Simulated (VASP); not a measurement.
**Te: single point with LDA**

Te:

```xyz
3
Lattice="4.2341 -2.3712 0.0000 4.2341 2.3712 0.0000 -0.1305 0.0000 3.9969" Properties=species:S:1:pos:R:3 pbc="T T T"
Te    5.6364    0.0000    2.6979
Te    2.7013    0.0000    1.2990
Te    0.0000    0.0000    0.0000
```

This cell differs from its parent crystal: zz strain of +1 %.

| Quantity | Value |
| --- | --- |
| Program | VASP 6.6.1 |
| Task | single point |
| Functional | LDA |
| Potentials or basis | VASP PAW LDA potentials, release 64 (Te) |
| Cutoff | 520 eV |
| k mesh | 8 × 8 × 8 |
| Occupations | fermi-dirac, width 0.05 eV |
| Spin | no spin polarisation |
| Dipole correction | no |
| Further INCAR settings | ALGO = Normal; EDIFF = 1e-06; NBANDS = 16 |

The pressure is 4.3 GPa, the largest force is 0.444 eV/Å and the band gap on the k mesh is zero (bands 9 and 10 overlap by 3.41 eV).

Forces in eV/Å, atoms in the order of the input:
```
Te  -0.396  0.000 -0.201
Te   0.396  0.000  0.201
Te   0.000  0.000  0.000
```

Stress tensor (GPa, compression positive):
```
3.68 0.00 0.90
0.00 3.83 0.00
0.90 0.00 5.28
```

Levels at points of the mesh, in eV from the Fermi level:
| k point | band 6 | band 7 | band 8 | band 9 | band 10 | band 11 | band 12 | band 13 |
| --- | --- | --- | --- | --- | --- | --- | --- | --- |
| (0.00, 0.00, 0.00) | -3.86 | -3.84 | -2.20 | -1.90 | 1.49 | 2.83 | 3.16 | 5.66 |
| (0.50, 0.00, 0.00) | -2.75 | -2.66 | 0.11 | 0.16 | 0.43 | 0.87 | 2.85 | 3.59 |
| (0.50, 0.50, 0.00) | -2.79 | -2.36 | 0.43 | 0.48 | 0.57 | 0.74 | 2.46 | 3.30 |
| (0.00, 0.00, 0.50) | -2.70 | -2.61 | -1.84 | -1.80 | -1.77 | -1.59 | -1.02 | 2.80 |
| (0.50, 0.00, 0.50) | -4.34 | -3.84 | -3.68 | 1.64 | 1.88 | 1.88 | 3.15 | 6.79 |
| (0.50, 0.50, 0.50) | -3.94 | -3.87 | -3.70 | 1.55 | 1.67 | 2.20 | 2.64 | 6.69 |

It took 93 s on 1 thread of Intel(R) Xeon(R) Platinum 8375C CPU @ 2.90GHz (Ice Lake) (shared host), peak memory 0.26 GiB.

Caveat: the cell differs from its parent crystal (zz strain of +1 %); the cell stands under pressure; spin-orbit coupling is left out, which moves the levels of the heavy elements.
